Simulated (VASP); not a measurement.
# Rh in VASP: a series of runs, part 2 of 2

VASP 6.6.1. The steps go on from the part before.

## 4. Electric field gradients, PBE (volume scaled by 1.06)

The input, INCAR:

```
PREC = Accurate ; ENCUT = 520
EDIFF = 1E-8 ; ISMEAR = -1
SIGMA = 0.08 ; LREAL = F
LASPH = T ; NELM = 100
ALGO = Normal ; ISIF = 2
LWAVE = F ; LCHARG = F
GGA = PE ; LEFG = T
NBANDS = 14
```

The input, KPOINTS:

```
regular mesh
0
Gamma
  16 16 16
```

The input, POSCAR:

```
Rh
1.0
    0.0000000000      1.9388447625      1.9388447625
    1.9388447625      0.0000000000      1.9388447625
    1.9388447625      1.9388447625      0.0000000000
Rh
1
Direct
    0.0000000000      0.0000000000      0.0000000000
```

Potentials or basis: VASP PAW PBE potentials, release 64 (Rh_pv).

Launch:

```bash
cat potpaw_PBE.64/Rh_pv/POTCAR > POTCAR
mpirun -np 1 vasp_std > vasp.out
```

OUTCAR:

```text
PREC = Accurate
   ENCUT = 520
   EDIFF = 1E-8
   ISMEAR = -1
   LREAL = F
   LASPH = T
   NELM = 100
   ISIF = 2
   GGA = PE

 ion  position               nearest neighbor table
   1  0.000  0.000  0.000-

  LATTYP: Found a face centered cubic cell.
 ALAT       =     3.8776895250

  Lattice vectors:

 A1 = (   0.0000000000,   1.9388447625,   1.9388447625)
 A2 = (   1.9388447625,   0.0000000000,   1.9388447625)
 A3 = (   1.9388447625,   1.9388447625,   0.0000000000)

Analysis of symmetry for initial positions (statically):
=====================================================================
 Subroutine PRICEL returns:
 Original cell was already a primitive cell.

 Routine SETGRP: Setting up the symmetry group for a
 face centered cubic supercell.

 Subroutine GETGRP returns: Found 48 space group operations
[... 587 lines left out ...]
  external PRESSURE =     -83.4680209 kB  Pullay stress =       0.0000000 kB

 VOLUME and BASIS-vectors are now :
 -----------------------------------------------------------------------------
  energy-cutoff  :      520.00
  volume of cell :       14.58
      direct lattice vectors                 reciprocal lattice vectors
     0.000000000  1.938844763  1.938844763    -0.257885525  0.257885525  0.257885525
     1.938844763  0.000000000  1.938844763     0.257885525 -0.257885525  0.257885525
     1.938844763  1.938844763  0.000000000     0.257885525  0.257885525 -0.257885525

 POSITION                                       TOTAL-FORCE (eV/Angst)
 -----------------------------------------------------------------------------------
      0.00000      0.00000      0.00000        -0.000000      0.000000      0.000000
 -----------------------------------------------------------------------------------
    total drift:                                0.000000     -0.000000      0.000000

  FREE ENERGIE OF THE ION-ELECTRON SYSTEM (eV)
  ---------------------------------------------------
  free  energy   TOTEN  =        -7.2599355237 eV

  energy  without entropy=       -7.2275004271  energy(sigma->0) =       -7.24371798

 Electric field gradients (V/A^2)
---------------------------------------------------------------------
 ion       V_xx      V_yy      V_zz      V_xy      V_xz      V_yz
---------------------------------------------------------------------
   1      -0.000     0.000    -0.000    -0.001    -0.001    -0.001
---------------------------------------------------------------------

 Electric field gradients after diagonalization (V/A^2)
 (convention: |V_zz| > |V_xx| > |V_yy|)
----------------------------------------------------------------------
 ion       V_xx      V_yy      V_zz     asymmetry (V_yy - V_xx)/ V_zz
----------------------------------------------------------------------
   1       0.001     0.001    -0.001       0.000
----------------------------------------------------------------------

           NMR quadrupolar parameters

 Cq : quadrupolar parameter    Cq=e*Q*V_zz/h
 eta: asymmetry parameters     (V_yy - V_xx)/ V_zz
 Q  : nuclear electric quadrupole moment in mb (millibarn)
----------------------------------------------------------------------
 ion       Cq(MHz)       eta       Q (mb)
----------------------------------------------------------------------
   1      -0.000       0.000       1.000
----------------------------------------------------------------------
```

It took 25 s on 1 thread of Intel Xeon Platinum 8259CL at 2.50GHz (Skylake/Cascade Lake), shared host; peak memory 0.14 GiB.

Results:

```yaml
Free_energy: -7.2599 eV
Pressure: -8.3 GPa
```

Levels at points of the mesh, in eV from the Fermi level:
| k point | band 3 | band 4 | band 5 | band 6 | band 7 | band 8 | band 9 | band 10 | band 11 | band 12 |
| --- | --- | --- | --- | --- | --- | --- | --- | --- | --- | --- |
| (0.00, 0.00, 0.00) | -46.27 | -7.52 | -2.80 | -2.80 | -2.80 | -0.90 | -0.90 | 16.03 | 20.72 | 21.16 |
| (0.50, 0.00, 0.00) | -46.35 | -5.64 | -2.87 | -2.87 | 0.52 | 0.52 | 0.81 | 8.07 | 15.51 | 20.72 |
| (0.50, 0.50, 0.00) | -46.49 | -5.77 | -5.43 | 0.49 | 0.90 | 0.90 | 3.21 | 11.56 | 12.99 | 12.99 |

Caveat: without QUAD_EFG the Cq values of the log hold for a quadrupole moment of 1 mb, not for the nuclei.

## 5. Electric field gradients, PBE (equal xx and yy strain of -2 %)

The input, INCAR:

```
SYSTEM = Rh
ALGO = Normal
EDIFF = 1E-8
ENCUT = 520
GGA = PE
ISIF = 2
ISMEAR = -1
LASPH = .TRUE.
LCHARG = .FALSE.
LEFG = .TRUE.
LREAL = .FALSE.
LWAVE = .FALSE.
NBANDS = 14
NELM = 60
PREC = Accurate
SIGMA = 0.08
```

The input, KPOINTS:

```
k-points
0
G
  16 16 16
  0 0 0
```

The input, POSCAR:

```
Rh
1.0
    0.0000000000      1.8635190000      1.9015500000
    1.8635190000      0.0000000000      1.9015500000
    1.8635190000      1.8635190000      0.0000000000
Rh
1
Direct
    0.0000000000      0.0000000000      0.0000000000
```

Potentials or basis: VASP PAW PBE potentials, release 64 (Rh_pv).

Launch:

```bash
cat potpaw_PBE.64/Rh_pv/POTCAR > POTCAR
mpirun -np 1 vasp_std > vasp.out
```

OUTCAR:

```text
SYSTEM = Rh
   EDIFF = 1E-8
   ENCUT = 520
   GGA = PE
   ISIF = 2
   ISMEAR = -1
   LASPH = .TRUE.
   LREAL = .FALSE.
   NELM = 60
   PREC = Accurate

 ion  position               nearest neighbor table
   1  0.000  0.000  0.000-

  LATTYP: Found a body centered tetragonal cell.
 ALAT       =     2.6354138435
 C/A-ratio  =     1.4430750636

  Lattice vectors:

 A1 = (  -1.8635190000,   0.0000000000,   1.9015500000)
 A2 = (   1.8635190000,   0.0000000000,   1.9015500000)
 A3 = (   0.0000000000,   1.8635190000,  -1.9015500000)

Analysis of symmetry for initial positions (statically):
=====================================================================
 Subroutine PRICEL returns:
 Original cell was already a primitive cell.

 Routine SETGRP: Setting up the symmetry group for a
 body centered tetragonal supercell.

 Subroutine GETGRP returns: Found 16 space group operations
 (whereof 16 operations were pure point group operations)
 out of a pool of 16 trial point group operations.
[... 588 lines left out ...]
 -----------------------------------------------------------------------------
  energy-cutoff  :      520.00
  volume of cell :       13.21
      direct lattice vectors                 reciprocal lattice vectors
     0.000000000  1.863519000  1.901550000    -0.268309580  0.268309580  0.262943388
     1.863519000  0.000000000  1.901550000     0.268309580 -0.268309580  0.262943388
     1.863519000  1.863519000  0.000000000     0.268309580  0.268309580 -0.262943388

 POSITION                                       TOTAL-FORCE (eV/Angst)
 -----------------------------------------------------------------------------------
      0.00000      0.00000      0.00000        -0.000000     -0.000000      0.000000
 -----------------------------------------------------------------------------------
    total drift:                                0.000000     -0.000000      0.000000

  FREE ENERGIE OF THE ION-ELECTRON SYSTEM (eV)
  ---------------------------------------------------
  free  energy   TOTEN  =        -7.2226092241 eV

  energy  without entropy=       -7.1948173363  energy(sigma->0) =       -7.20871328

 Electric field gradients (V/A^2)
---------------------------------------------------------------------
 ion       V_xx      V_yy      V_zz      V_xy      V_xz      V_yz
---------------------------------------------------------------------
   1      -0.774    -0.774     1.548     0.002     0.001     0.001
---------------------------------------------------------------------

 Electric field gradients after diagonalization (V/A^2)
 (convention: |V_zz| > |V_xx| > |V_yy|)
----------------------------------------------------------------------
 ion       V_xx      V_yy      V_zz     asymmetry (V_yy - V_xx)/ V_zz
----------------------------------------------------------------------
   1      -0.776    -0.772     1.548       0.002
----------------------------------------------------------------------

           NMR quadrupolar parameters

 Cq : quadrupolar parameter    Cq=e*Q*V_zz/h
 eta: asymmetry parameters     (V_yy - V_xx)/ V_zz
 Q  : nuclear electric quadrupole moment in mb (millibarn)
----------------------------------------------------------------------
 ion       Cq(MHz)       eta       Q (mb)
----------------------------------------------------------------------
   1       0.004       0.002       1.000
----------------------------------------------------------------------
```

It took 44 s on 1 thread of Intel Xeon 6975P-C, shared host; peak memory 0.17 GiB.

Results:

```
Free energy : -7.2226 eV
Pressure    : 19.0 GPa
```

Electric field gradients, principal values (V/Å²):
| atom | least | middle | greatest (by size) |
| --- | --- | --- | --- |
| 1 Rh | -0.772 | -0.776 | 1.548 |

Caveat: the cell differs from its parent crystal (equal xx and yy strain of -2 %); without QUAD_EFG the Cq values of the log hold for a quadrupole moment of 1 mb, not for the nuclei.

## 6. Electric field gradients, PBE (equal xx and yy strain of -2 %)

The input, INCAR:

```
ALGO     = Normal         # electronic algorithm
EDIFF    = 1E-8           # SCF threshold, eV
ENCUT    = 520            # plane-wave cutoff, eV
GGA      = PE             # functional
ISIF     = 2              # what is computed and relaxed
ISMEAR   = -1             # smearing method
LASPH    = True           # aspherical terms in the spheres
LCHARG   = False          # write CHGCAR
LEFG     = True         
LREAL    = False          # projectors in reciprocal space
LWAVE    = False          # write WAVECAR
NBANDS   = 14             # bands
NELM     = 60             # most SCF steps
PREC     = Accurate       # precision mode
SIGMA    = 0.08           # smearing width, eV
```

The input, KPOINTS:

```
k-points
0
Gamma
  16 16 16
```

POSCAR is that of step 5.

Potentials or basis: VASP PAW PBE potentials, release 64 (Rh_pv).

Launch:

```bash
cat potpaw_PBE.64/Rh_pv/POTCAR > POTCAR
mpirun -np 1 vasp_std > vasp.out
```

OUTCAR:

```text
EDIFF = 1E-8
   ENCUT = 520
   GGA = PE
   ISIF = 2
   ISMEAR = -1
   LASPH = True
   LREAL = False
   NELM = 60
   PREC = Accurate

 ion  position               nearest neighbor table
   1  0.000  0.000  0.000-

  LATTYP: Found a body centered tetragonal cell.
 ALAT       =     2.6354138435
 C/A-ratio  =     1.4430750636

  Lattice vectors:

 A1 = (  -1.8635190000,   0.0000000000,   1.9015500000)
 A2 = (   1.8635190000,   0.0000000000,   1.9015500000)
 A3 = (   0.0000000000,   1.8635190000,  -1.9015500000)

Analysis of symmetry for initial positions (statically):
=====================================================================
 Subroutine PRICEL returns:
 Original cell was already a primitive cell.

 Routine SETGRP: Setting up the symmetry group for a
 body centered tetragonal supercell.

 Subroutine GETGRP returns: Found 16 space group operations
 (whereof 16 operations were pure point group operations)
 out of a pool of 16 trial point group operations.

The static configuration has the point symmetry D_4h.

Analysis of symmetry for dynamics (positions and initial velocities):
=====================================================================
 Subroutine PRICEL returns:
 Original cell was already a primitive cell.

 Routine SETGRP: Setting up the symmetry group for a
 body centered tetragonal supercell.

 Subroutine GETGRP returns: Found 16 space group operations
 (whereof 16 operations were pure point group operations)
 out of a pool of 16 trial point group operations.

The dynamic configuration has the point symmetry D_4h.

 Subroutine INISYM returns: Found 16 space group operations
 (whereof 16 operations are pure point group operations),
 and found     1 'primitive' translations

----------------------------------------------------------------------------------------

                                     Primitive cell

  volume of cell :      13.2070

  direct lattice vectors                    reciprocal lattice vectors
     0.000000000  1.863519000  1.901550000    -0.268309580  0.268309580  0.262943388
     1.863519000  0.000000000  1.901550000     0.268309580 -0.268309580  0.262943388
     1.863519000  1.863519000  0.000000000     0.268309580  0.268309580 -0.262943388

  length of vectors
     2.662441636  2.662441636  2.635413844     0.461648445  0.461648445  0.461648445

  position of ions in fractional coordinates (direct lattice)
     0.000000000  0.000000000  0.000000000

  ion indices of the primitive-cell ions
   primitive index   ion index
                 1           1

----------------------------------------------------------------------------------------

 KPOINTS: k-points

Automatic generation of k-mesh.
 Grid dimensions read from file:
 generate k-points for:   16   16   16

 Generating k-lattice:
[... 71 lines left out ...]
   TEBEG  =    0.0;   TEEND  =   0.0 temperature during run
   PSTRESS=    0.0 pullay stress
   NELECT =      15.0000    total number of electrons
   NUPDOWN=      -1.0000    fix difference up-down
   EMIN   =  10.00;   EMAX   =-10.00  energy-range for DOS
   EFERMI =   0.00;   METHOD = LEGACY
   ISMEAR =    -1;   SIGMA  =   0.08  broadening in eV -4-tet -1-fermi 0-gaus
   EFERMI_NEDOS =   21; number of points for ismear=-14 and -15
   IALGO  =     38    algorithm
   IMIX   =      4    mixing-type and parameters
     AMIX     =   0.40;   BMIX     =  1.00
     AMIX_MAG =   1.60;   BMIX_MAG =  1.00
  volume/ion in A,a.u.               =      13.21        89.13
  Fermi-wavevector in a.u.,A,eV,Ry     =   1.708061  3.227768 39.694635  2.917473
  Thomas-Fermi vector in A             =   2.786799
   LORBIT       =      0    0 simple, 1 ext, 2 COOP (PROOUT), +10 PAW based schemes
   GGA     = PE    functional components
   LHFCALC =     F    Hartree Fock is set to
   AEXX    =    0.0000 exact exchange contribution
   IVDW    =     0    specifies the selected vdW correction
   LEPSILON=     F    determine dielectric tensor
   LRPA    =     F    only Hartree local field effects (RPA)
 non-spin polarized calculation
  energy-cutoff  :      520.00
  volume of cell :       13.21
 maximum number of plane-waves:       368
   NGX =  9   NGY =  9   NGZ =  9

 number of electron      15.0000002 magnetization

 Free energy of the ion-electron system (eV)
  ---------------------------------------------------
  ext. energy  EPLUGINS =         0.00000000
  ---------------------------------------------------
  free energy    TOTEN  =        -7.22260922 eV

  energy without entropy =       -7.19481734  energy(sigma->0) =       -7.20871328

 E-fermi :  12.6504     XC(G=0): -14.2922

 val. band max:       12.6493676854   @ k =  -0.1250   0.1875   0.0625
 cond. band min:      12.6526014414   @ k =   0.3125   0.1875   0.0625
 fundamental gap:      0.0032337560
 Fermi energy:        12.6503650294

 k-point     1 :       0.0000    0.0000    0.0000
  band No.  band energies     occupation
      1     -33.7952      2.00000
      2     -33.7839      2.00000
      3     -33.7839      2.00000
      4       4.4000      2.00000
      5       9.2313      2.00000
      6       9.4648      2.00000
      7       9.4648      2.00000
      8      11.4634      2.00000
      9      11.7469      1.99998
     10      28.6239      0.00000
     11      33.0780      0.00000
     12      33.8731      0.00000
     13      34.5317      0.00000
     14      34.5317      0.00000
[... 377 lines left out ...]
      1     -33.8676      2.00000
      2     -33.8184      2.00000
      3     -33.7889      2.00000
      4       4.8336      2.00000
      5       9.2298      2.00000
      6       9.4497      2.00000
      7       9.6183      2.00000
      8      11.5087      2.00000
      9      11.5312      2.00000
     10      29.2566      0.00000
     11      32.6976      0.00000
     12      33.0827      0.00000
     13      34.0133      0.00000
     14      35.4544      0.00000

 [... further k-points ...]

------------------------ aborting loop because EDIFF is reached ----------------------------------------

  FORCE on cell =-STRESS in cart. coord.  units (eV):
  Direction    XX          YY          ZZ          XY          YZ          ZX
  --------------------------------------------------------------------------------------
  -------------------------------------------------------------------------------------
  Total        1.7152261      1.7152261      1.2574454      0.0000000      0.0000000     -0.0000000
  in kB      208.0781907    208.0781907    152.5437150      0.0000000      0.0000000     -0.0000000
  external PRESSURE =     189.5666988 kB  Pullay stress =       0.0000000 kB

 VOLUME and BASIS-vectors are now :
 -----------------------------------------------------------------------------
  energy-cutoff  :      520.00
  volume of cell :       13.21
      direct lattice vectors                 reciprocal lattice vectors
     0.000000000  1.863519000  1.901550000    -0.268309580  0.268309580  0.262943388
     1.863519000  0.000000000  1.901550000     0.268309580 -0.268309580  0.262943388
     1.863519000  1.863519000  0.000000000     0.268309580  0.268309580 -0.262943388

 POSITION                                       TOTAL-FORCE (eV/Angst)
 -----------------------------------------------------------------------------------
      0.00000      0.00000      0.00000        -0.000000     -0.000000      0.000000
 -----------------------------------------------------------------------------------
    total drift:                                0.000000     -0.000000      0.000000

  FREE ENERGIE OF THE ION-ELECTRON SYSTEM (eV)
  ---------------------------------------------------
  free  energy   TOTEN  =        -7.2226092241 eV

  energy  without entropy=       -7.1948173363  energy(sigma->0) =       -7.20871328

 Electric field gradients (V/A^2)
---------------------------------------------------------------------
 ion       V_xx      V_yy      V_zz      V_xy      V_xz      V_yz
---------------------------------------------------------------------
   1      -0.774    -0.774     1.548     0.002     0.001     0.001
---------------------------------------------------------------------

 Electric field gradients after diagonalization (V/A^2)
 (convention: |V_zz| > |V_xx| > |V_yy|)
----------------------------------------------------------------------
 ion       V_xx      V_yy      V_zz     asymmetry (V_yy - V_xx)/ V_zz
----------------------------------------------------------------------
   1      -0.776    -0.772     1.548       0.002
----------------------------------------------------------------------

           NMR quadrupolar parameters

 Cq : quadrupolar parameter    Cq=e*Q*V_zz/h
 eta: asymmetry parameters     (V_yy - V_xx)/ V_zz
 Q  : nuclear electric quadrupole moment in mb (millibarn)
----------------------------------------------------------------------
 ion       Cq(MHz)       eta       Q (mb)
----------------------------------------------------------------------
   1       0.004       0.002       1.000
----------------------------------------------------------------------
```

Run time: 38 s. Hardware: 1 thread of Intel Xeon 6975P-C, shared host; peak memory 0.17 GiB.

Results:

| Property | Result |
| --- | --- |
| Free energy | -7.2226 eV |
| Pressure | 19.0 GPa |

Electric field gradients, principal values (V/Å²):
```
atom   least  middle  greatest (by size)
1 Rh  -0.772  -0.776               1.548
```

Caveat: the cell differs from its parent crystal (equal xx and yy strain of -2 %); without QUAD_EFG the Cq values of the log hold for a quadrupole moment of 1 mb, not for the nuclei.

## 7. The runs side by side

```csv
cell,gap on the mesh (eV),pressure (GPa)
"a = 2.707 Å, angles 60.0°, 1 atom",none,0.7
"a = 2.742 Å, angles 60.0°, 1 atom",none,-8.3
"a = 2.662, b = 2.662, c = 2.635 Å, angles 60.3, 60.3, 59.3°, 1 atom",none,19.0
```

Alike in all rows: task electric field gradients; level PBE; potentials or basis VASP PAW PBE potentials, release 64 (Rh_pv); no spin polarisation; k mesh 16 × 16 × 16; cutoff (eV) 520; smearing fermi-dirac 0.08 eV.

Absolute energies hang on the potentials; compare differences alone.
